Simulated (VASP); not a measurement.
# HfSnO4: single point with PBE

HfSnO4:

```xyz
6
Lattice="3.5997 0.0000 0.0000 0.0000 3.5997 0.0000 0.0000 0.0000 5.4248" Properties=species:S:1:pos:R:3 pbc="T T T"
Hf    1.7999    1.7999    2.7124
Sn    0.0000    0.0000    0.0000
O     1.7999    0.0000    3.6804
O     0.0000    1.7999    4.4244
O     0.0000    1.7999    1.7444
O     1.7999    0.0000    1.0005
```

```json
{"Program": "VASP 6.6.1", "Task": "single point", "Functional": "PBE", "Potentials or basis": "VASP PAW PBE potentials, release 64 (Hf_pv, Sn_d, O)", "Cutoff": "520 eV", "k mesh": "8 × 8 × 6", "Occupations": "fermi-dirac, width 0.02 eV", "Spin": "no spin polarisation", "Dipole correction": "no", "Further INCAR settings": "ALGO = Normal; EDIFF = 1e-06; NBANDS = 33"}
```

```
Pressure               : -1.2 GPa
Largest force          : 0.129 eV/Å
Band gap on the k mesh : 1.76 eV (least direct gap 1.87 eV)
```

Forces in eV/Å, atoms in the order of the input:
```
Hf   0.000  0.000  0.000
Sn   0.000  0.000  0.000
O    0.000  0.000 -0.129
O    0.000  0.000 -0.114
O    0.000  0.000  0.129
O    0.000  0.000  0.114
```

Levels at points of the mesh, in eV from the valence-band top:
```
           k point  band 21  band 22  band 23  band 24  band 25  band 26  band 27  band 28
(0.00, 0.00, 0.00)    -1.01    -0.34    -0.11    -0.11     1.76     5.40     5.57     7.05
(0.50, 0.00, 0.00)    -1.41    -1.32    -0.50    -0.42     4.13     5.32     5.87     7.12
(0.50, 0.50, 0.00)    -0.66    -0.43    -0.43     0.00     4.40     5.88     6.53     6.53
(0.00, 0.00, 0.50)    -1.58    -1.58    -0.08    -0.08     3.22     5.17     5.40     6.61
(0.50, 0.00, 0.50)    -1.82    -1.22    -1.07    -0.97     4.46     5.19     6.21     7.40
(0.50, 0.50, 0.50)    -1.43    -0.91    -0.34    -0.31     5.47     5.86     6.31     6.62
```

Wall time 3.3 min on 1 thread of Oxide Virtual Turin-like Processor, on a shared host, peak memory 0.23 GiB.

Caveat: spin-orbit coupling is left out, which moves the levels of the heavy elements. A k mesh can miss the band edges.
